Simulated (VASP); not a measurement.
The system is HfB.

```xyz
2
Lattice="0.0000 2.3100 2.3100 2.3100 0.0000 2.3100 2.3100 2.3100 0.0000" Properties=species:S:1:pos:R:3 pbc="T T T"
Hf    2.3100    2.3100    2.3100
B     0.0000    0.0000    0.0000
```

```yaml
Program: VASP 6.6.1
Task: relaxation of cell and atoms
Functional: revPBE
Dispersion: D4
Potentials_or_basis: VASP PAW PBE potentials, release 64 (Hf_pv, B)
Cutoff: 600 eV
k_mesh: 10 × 10 × 10
Occupations: fermi-dirac, width 0.1 eV
Spin: collinear spin, ferromagnetic start
Starting_moments: "[1.0, 0.0] μB"
Fixed_moment: 1 μB
```

At the start: pressure 28.1 GPa; volume 12.33 Å³/atom.

Where does the relaxation end?

Over 4 steps the energy falls by 131.9 meV/atom and the volume is 14.00 Å³/atom (+13.6 %); space group Fm-3m (No. 225, to 0.05 Å); moment 1.00 μB per cell.

The path:
| step | energy change (eV) | largest force (eV/Å) | pressure (GPa) | volume (Å³) |
| --- | --- | --- | --- | --- |
| 1 | 0.0000 | 0.0000 | 28.10 | 24.65 |
| 2 | 0.1332 | 0.0000 | -21.17 | 33.20 |
| 3 | -0.2634 | 0.0000 | -0.84 | 28.12 |
| 4 | -0.2638 | 0.0000 | -0.08 | 28.00 |

Final structure:
```cif
data_structure
_symmetry_space_group_name_H-M 'P 1'
_symmetry_Int_Tables_number 1
_cell_length_a 3.4085
_cell_length_b 3.4085
_cell_length_c 3.4085
_cell_angle_alpha 60.000
_cell_angle_beta 60.000
_cell_angle_gamma 60.000
_cell_volume 28.00
loop_
_atom_site_label
_atom_site_type_symbol
_atom_site_fract_x
_atom_site_fract_y
_atom_site_fract_z
_atom_site_occupancy
Hf1 Hf 0.50000 0.50000 0.50000 1
B1 B 0.00000 0.00000 0.00000 1
```

Caveat: the PAW data sets were made with another functional, which shifts forces and pressure a little; the volume moved by +14 % from the deposited cell, more than functionals usually miss; the total moment is fixed, so each spin has its own Fermi level.
